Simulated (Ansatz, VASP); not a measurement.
# Two plane-wave programs on Cs

INCAR

```
SYSTEM = Cs
PREC = Accurate
ENCUT = 520
EDIFF = 1E-6
ISMEAR = -1
SIGMA = 0.1
LREAL = .False.
LASPH = .True.
NELM = 80
ALGO = Normal
ISIF = 2
LWAVE = .False.
LCHARG = .False.
NBANDS = 10
```

Contents of KPOINTS:

```
Automatic mesh
0
Gamma
  8 8 8
  0 0 0
```

Contents of POSCAR:

```
Cs
1.0
   -2.8840810378      2.8840810378      2.8840810378
    2.8840810378     -2.8840810378      2.8840810378
    2.8840810378      2.8840810378     -2.8840810378
Cs
1
Direct
    0.0000000000      0.0000000000      0.0000000000
```

Input for Ansatz:

```yaml
crystal:
  lattice:
    - [-2.8840810378, 2.8840810378, 2.8840810378]
    - [2.8840810378, -2.8840810378, 2.8840810378]
    - [2.8840810378, 2.8840810378, -2.8840810378]
  atoms:
    - { symbol: Cs, position: [0.0, 0.0, 0.0] }
hamiltonian:
  xc: lda
  pseudopotentials:
    kind: paw
    azcp:
      Cs: "pseudopotentials/Cs.paw.azcp"
basis:
  ecutwfc: 420
  fft_grid_basis: typed
kpoints:
  mp_grid: { grid: [8, 8, 8], shift: [0, 0, 0] }
magnetization:
  spin_polarized: false
scf:
  occupations: { method: fermi_dirac, width: 0.1 }
  lower_state_search: "off"
output:
  stress: true
```

Alike in both runs: task single point; functional LDA; k mesh 8 × 8 × 8; occupations fermi-dirac, width 0.1 eV; no spin polarisation.

|  | VASP | Ansatz |
| --- | --- | --- |
| version | VASP 6.6.1 | Ansatz 0.2.0 |
| potentials or method | VASP PAW LDA potentials, release 64 (Cs_sv), cutoff 520 eV | plane waves (420 eV) with PAW, scalar-relativistic |
| valence electrons in the cell | 9 | 9 |

```csv
,VASP,Ansatz,Ansatz less VASP
pressure (GPa),0.0,0.0,+0.01
```

Ansatz warns that its potentials were made for another functional, while VASP's fit it. LDA's correlation is that of Perdew and Zunger in VASP and of Perdew and Wang (1992) in Ansatz.

Neither program's run includes spin-orbit coupling.
